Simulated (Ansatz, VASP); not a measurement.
**Two plane-wave programs on SrCl2**

```
Sr Cl
1.0
    -0.03171    3.46601    3.46601
     3.46601   -0.03171    3.46601
     3.46601    3.46601   -0.03171
Sr Cl
1 2
Direct
  0.00000 0.00000 0.00000
  0.25094 0.25094 0.25094
  0.74906 0.74906 0.74906
```

Change from the starting cell: shear_111 strain -1.4%.

Alike in both runs: task single point; functional HSE06; k mesh 4 × 4 × 4; no spin polarisation.

|  | VASP | Ansatz |
| --- | --- | --- |
| version | VASP 6.6.1 | Ansatz 0.2.0 |
| potentials or method | VASP PAW PBE potentials, release 64 (Sr_sv, Cl) | plane waves, PAW |
| plane-wave cutoff (eV) | 520 | 420 |
| occupations | gaussian, width 0.01 eV | fixed |
| valence electrons in the cell | 24 | 24 |

|  | VASP | Ansatz | Ansatz less VASP |
| --- | --- | --- | --- |
| gap on the k mesh at the Fermi level (eV) | 6.64 | 6.65 | +0.007 |
| pressure (GPa) | 0.8 | 0.7 | -0.07 |
| traceless stress, the component that is largest in VASP (GPa) | 0.08 | 0.08 | -0.002 |
| rms of the force components (eV/Å) | 0.004 | 0.004 | +0.0005 |

Atom by atom the forces differ by 0.000 eV/Å (rms over components). Ansatz's warnings: stress exchange threshold loose, stress scf threshold loose.
